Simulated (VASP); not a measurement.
# ZnInGaO4 (R3m) in VASP: single point with PBE

Aim: the single point of ZnInGaO4 with PBE.

Program: VASP 6.6.1. These are calculated values, not measurements. Logs are shortened: lines on timing, memory, paths and dates and some standing lists are left out, and cuts for length are marked.

### 1 The cell of the first run

It takes space group R3m (No. 160, trigonal). Conventional cell: a = 3.357 Å, b = 3.357 Å, c = 26.093 Å, α = 90.00°, β = 90.00°, γ = 120.00°. Zn (site symmetry 3m) has 5 O at 2.00 to 2.55 Å within 2.6 Å. In (site symmetry 3m) has 6 O at 2.22 Å within 2.9 Å. Ga (site symmetry 3m) has 5 O at 1.94 to 2.00 Å within 2.6 Å. O (site symmetry 3m) has 1 Zn at 2.00 Å and 3 In at 2.22 Å within 2.6 Å. O (site symmetry 3m) has 1 Ga at 1.98 Å and 3 In at 2.22 Å within 2.6 Å. Within 2.6 Å of O (site symmetry 3m) lie 3 Ga at 1.94 Å and 1 Zn at 2.55 Å. Within 2.6 Å of O (site symmetry 3m) lie 1 Ga at 2.00 Å and 3 Zn at 2.02 Å.

### 2 Single point, PBE

Input file INCAR:

```
ALGO     = Normal         # electronic algorithm
EDIFF    = 1E-6           # SCF threshold, eV
ENCUT    = 520            # plane-wave cutoff, eV
GGA      = PE             # functional
ISIF     = 2              # what is computed and relaxed
ISMEAR   = 0              # smearing method
LASPH    = True           # aspherical terms in the spheres
LCHARG   = True           # write CHGCAR
LELF     = True           # ELF
LREAL    = False          # projectors in reciprocal space
LVHAR    = True         
LWAVE    = False          # write WAVECAR
NBANDS   = 40             # bands
NELM     = 80             # most SCF steps
PREC     = Accurate       # precision mode
SIGMA    = 0.02           # smearing width, eV
```

Input file KPOINTS:

```
k-points
0
Gamma
  9 9 9
```

Input file POSCAR:

```
ZnInGaO4
1.0
    1.6786523001      0.9691703573      8.6977668237
   -1.6786523001      0.9691703573      8.6977668237
    0.0000000000     -1.9383407146      8.6977668237
Zn In Ga O
1 1 1 4
Direct
    0.2187227027      0.2187227027      0.2187227027
    0.0030496273      0.0030496273      0.0030496273
    0.7870913154      0.7870913154      0.7870913154
    0.2952074794      0.2952074794      0.2952074794
    0.7112467062      0.7112467062      0.7112467062
    0.1211096390      0.1211096390      0.1211096390
    0.8635735299      0.8635735299      0.8635735299
```

Potentials or basis: VASP PAW PBE potentials, release 64 (Zn, In_d, Ga_d, O).

The run is started by

```bash
> cat potpaw_PBE.64/Zn/POTCAR potpaw_PBE.64/In_d/POTCAR potpaw_PBE.64/Ga_d/POTCAR potpaw_PBE.64/O/POTCAR > POTCAR
> mpirun -np 1 vasp_std > vasp.out
```

OUTCAR:

```text
EDIFF = 1E-6
   ENCUT = 520
   GGA = PE
   ISIF = 2
   ISMEAR = 0
   LASPH = True
   LREAL = False
   NELM = 80
   PREC = Accurate

 ion  position               nearest neighbor table
   1  0.219  0.219  0.219-   4 2.00   7 2.02   7 2.02   7 2.02
   2  0.003  0.003  0.003-   4 2.22   4 2.22   4 2.22   5 2.22   5 2.22   5 2.22
   3  0.787  0.787  0.787-   6 1.94   6 1.94   6 1.94   5 1.98   7 2.00
   4  0.295  0.295  0.295-   1 2.00   2 2.22   2 2.22   2 2.22
   5  0.711  0.711  0.711-   3 1.98   2 2.22   2 2.22   2 2.22
   6  0.121  0.121  0.121-   3 1.94   3 1.94   3 1.94
   7  0.864  0.864  0.864-   3 2.00   1 2.02   1 2.02   1 2.02

  LATTYP: Found a trigonal (rhomboedric) cell.
 ALAT       =     8.9111341840
 COS(alpha) =     0.9290282476

  Lattice vectors:

 A1 = (   1.6786523001,   0.9691703573,   8.6977668237)
 A2 = (  -1.6786523001,   0.9691703573,   8.6977668237)
 A3 = (   0.0000000000,  -1.9383407146,   8.6977668237)

Analysis of symmetry for initial positions (statically):
=====================================================================
 Subroutine PRICEL returns:
 Original cell was already a primitive cell.

 Routine SETGRP: Setting up the symmetry group for a
 trigonal (rhombohedral) supercell.

 Subroutine GETGRP returns: Found  6 space group operations
 (whereof  6 operations were pure point group operations)
 out of a pool of 12 trial point group operations.

The static configuration has the point symmetry C_3v.

Analysis of symmetry for dynamics (positions and initial velocities):
=====================================================================
 Subroutine PRICEL returns:
 Original cell was already a primitive cell.

 Routine SETGRP: Setting up the symmetry group for a
 trigonal (rhombohedral) supercell.

 Subroutine GETGRP returns: Found  6 space group operations
 (whereof  6 operations were pure point group operations)
 out of a pool of 12 trial point group operations.

The dynamic configuration has the point symmetry C_3v.

 Subroutine INISYM returns: Found  6 space group operations
 (whereof  6 operations are pure point group operations),
 and found     1 'primitive' translations

----------------------------------------------------------------------------------------
[... 104 lines left out ...]
   LREAL  =      F    real-space projection
   EDIFFG = 0.1E-04   stopping-criterion for IOM
   NSW    =      0    number of steps for IOM
   IBRION =     -1    ionic relax: 0-MD 1-quasi-New 2-CG
   NFREE  =      0    steps in history (QN), initial steepest desc. (CG)
   ISIF   =      2    stress and relaxation
   ISYM   =      2    0-nonsym 1-usesym 2-fastsym
   POTIM  = 0.5000    time-step for ionic-motion
   TEBEG  =    0.0;   TEEND  =   0.0 temperature during run
   PSTRESS=    0.0 pullay stress
   NELECT =      62.0000    total number of electrons
   NUPDOWN=      -1.0000    fix difference up-down
   EMIN   =  10.00;   EMAX   =-10.00  energy-range for DOS
   EFERMI =   0.00;   METHOD = LEGACY
   ISMEAR =     0;   SIGMA  =   0.02  broadening in eV -4-tet -1-fermi 0-gaus
   EFERMI_NEDOS =   21; number of points for ismear=-14 and -15
   IALGO  =     38    algorithm
   IMIX   =      4    mixing-type and parameters
     AMIX     =   0.40;   BMIX     =  1.00
     AMIX_MAG =   1.60;   BMIX_MAG =  1.00
  volume/ion in A,a.u.               =      12.13        81.85
  Fermi-wavevector in a.u.,A,eV,Ry     =   1.474231  2.785892 29.570303  2.173356
  Thomas-Fermi vector in A             =   2.589027
   LORBIT       =      0    0 simple, 1 ext, 2 COOP (PROOUT), +10 PAW based schemes
   GGA     = PE    functional components
   LHFCALC =     F    Hartree Fock is set to
   AEXX    =    0.0000 exact exchange contribution
   IVDW    =     0    specifies the selected vdW correction
   LEPSILON=     F    determine dielectric tensor
   LRPA    =     F    only Hartree local field effects (RPA)
 non-spin polarized calculation
 Gauss-broadening in eV      SIGMA  =   0.02
  energy-cutoff  :      520.00
  volume of cell :       84.90
 maximum number of plane-waves:      2302
 NGX is ok and might be reduce to    70
   NGX = 33   NGY = 33   NGZ = 33

 number of electron      62.0000006 magnetization

 Free energy of the ion-electron system (eV)
  ---------------------------------------------------
  ext. energy  EPLUGINS =         0.00000000
  ---------------------------------------------------
  free energy    TOTEN  =       -37.81191719 eV

  energy without entropy =      -37.81191719  energy(sigma->0) =      -37.81191719

 E-fermi :   3.7468     XC(G=0): -11.0281

 val. band max:        3.5903860780   @ k =   0.0000   0.0000   0.0000
 cond. band min:       4.6840537456   @ k =   0.0000   0.0000   0.0000
 fundamental gap:      1.0936676676
 Fermi energy:         3.7468024583

 k-point     1 :       0.0000    0.0000    0.0000
  band No.  band energies     occupation
      1     -14.8810      2.00000
      2     -13.9835      2.00000
      3     -13.4241      2.00000
      4     -13.0010      2.00000
      5      -9.7406      2.00000
      6      -9.7406      2.00000
[... 1021 lines left out ...]
     39      14.2758      0.00000
     40      15.8178      0.00000

 [... further k-points ...]

------------------------ aborting loop because EDIFF is reached ----------------------------------------

  FORCE on cell =-STRESS in cart. coord.  units (eV):
  Direction    XX          YY          ZZ          XY          YZ          ZX
  --------------------------------------------------------------------------------------
  -------------------------------------------------------------------------------------
  Total        0.2922078      0.2922078      0.3791472      0.0000000      0.0000000      0.0000000
  in kB        5.5141994      5.5141994      7.1548174      0.0000000      0.0000000      0.0000000
  external PRESSURE =       6.0610720 kB  Pullay stress =       0.0000000 kB

 VOLUME and BASIS-vectors are now :
 -----------------------------------------------------------------------------
  energy-cutoff  :      520.00
  volume of cell :       84.90
      direct lattice vectors                 reciprocal lattice vectors
     1.678652300  0.969170357  8.697766824     0.297857990  0.171968391  0.038324014
    -1.678652300  0.969170357  8.697766824    -0.297857990  0.171968391  0.038324014
     0.000000000 -1.938340715  8.697766824     0.000000000 -0.343936781  0.038324014

 POSITION                                       TOTAL-FORCE (eV/Angst)
 -----------------------------------------------------------------------------------
      0.00000      0.00000      5.70720         0.000000      0.000000      0.005040
      0.00000      0.00000      0.07957         0.000000      0.000000     -0.004164
      0.00000      0.00000     20.53781         0.000000      0.000000     -0.010564
      0.00000      0.00000      7.70294         0.000000     -0.000000      0.041289
      0.00000      0.00000     18.55877         0.000000      0.000000     -0.013592
      0.00000      0.00000      3.16015         0.000000     -0.000000     -0.007118
      0.00000      0.00000     22.53348         0.000000      0.000000     -0.010892
 -----------------------------------------------------------------------------------
    total drift:                                0.000000      0.000000      0.000144

  FREE ENERGIE OF THE ION-ELECTRON SYSTEM (eV)
  ---------------------------------------------------
  free  energy   TOTEN  =       -37.8119171913 eV

  energy  without entropy=      -37.8119171913  energy(sigma->0) =      -37.81191719
```

OSZICAR:

```text
N       E                     dE             d eps       ncg     rms          rms(c)
DAV:   1     0.729867144708E+03    0.72987E+03   -0.29178E+04  7256   0.242E+03
DAV:   2     0.845678627431E+02   -0.64530E+03   -0.60088E+03  7208   0.624E+02
DAV:   3    -0.365436997548E+02   -0.12111E+03   -0.11758E+03  7632   0.225E+02
DAV:   4    -0.440840240270E+02   -0.75403E+01   -0.74786E+01  8568   0.598E+01
DAV:   5    -0.443166640934E+02   -0.23264E+00   -0.23254E+00  8656   0.105E+01    0.169E+01
DAV:   6    -0.376363594279E+02    0.66803E+01   -0.19885E+01 12152   0.674E+01    0.100E+01
DAV:   7    -0.378753712834E+02   -0.23901E+00   -0.38399E+00  7272   0.135E+01    0.472E+00
DAV:   8    -0.378248737118E+02    0.50498E-01   -0.31844E-01 10944   0.458E+00    0.236E+00
DAV:   9    -0.378116393505E+02    0.13234E-01   -0.69213E-02 10744   0.377E+00    0.516E-01
DAV:  10    -0.378112881629E+02    0.35119E-03   -0.15859E-02  9120   0.119E+00    0.163E-01
DAV:  11    -0.378115932809E+02   -0.30512E-03   -0.41880E-03  8648   0.481E-01    0.101E-01
DAV:  12    -0.378118246621E+02   -0.23138E-03   -0.31938E-04  8584   0.236E-01    0.628E-02
DAV:  13    -0.378119190542E+02   -0.94392E-04   -0.24887E-04  8608   0.174E-01    0.226E-02
DAV:  14    -0.378119158597E+02    0.31945E-05   -0.45550E-05  9616   0.628E-02    0.872E-03
DAV:  15    -0.378119166429E+02   -0.78318E-06   -0.14081E-05  7800   0.235E-02    0.559E-03
DAV:  16    -0.378119171913E+02   -0.54840E-06   -0.13084E-06  6248   0.123E-02
   1 F= -.37811917E+02 E0= -.37811917E+02  d E =-.389130E-30
```

stdout:

```text
POSCAR found type information on POSCAR ZnInGaO
 POSCAR found :  4 types and       7 ions
 scaLAPACK will be used
 LDA part: xc-table for (Slater+PW92), standard interpolation
 POSCAR, INCAR and KPOINTS ok, starting setup
 FFT: planning ... GRIDC
 FFT: planning ... GRID_SOFT
 FFT: planning ... GRID
 WAVECAR not read
 entering main loop
```

Wall time 71 min (1 thread of AMD EPYC 7R43 (Zen 3), shared host); peak memory 0.84 GiB.

What came out:

```yaml
Free_energy: -37.8119 eV
Pressure: 0.6 GPa
Largest_force: 0.041 eV/Å
Band_gap_on_the_k_mesh: 1.09 eV
```

Forces on the atoms (eV/Å):
```
Zn   0.000  0.000  0.005
In   0.000  0.000 -0.004
Ga   0.000  0.000 -0.011
O    0.000  0.000  0.041
O    0.000  0.000 -0.014
O    0.000  0.000 -0.007
O    0.000  0.000 -0.011
```

Caveat: spin-orbit coupling is left out, which moves the levels of the heavy elements; an odd mesh through Γ misses points on the zone boundary, where band edges can lie.
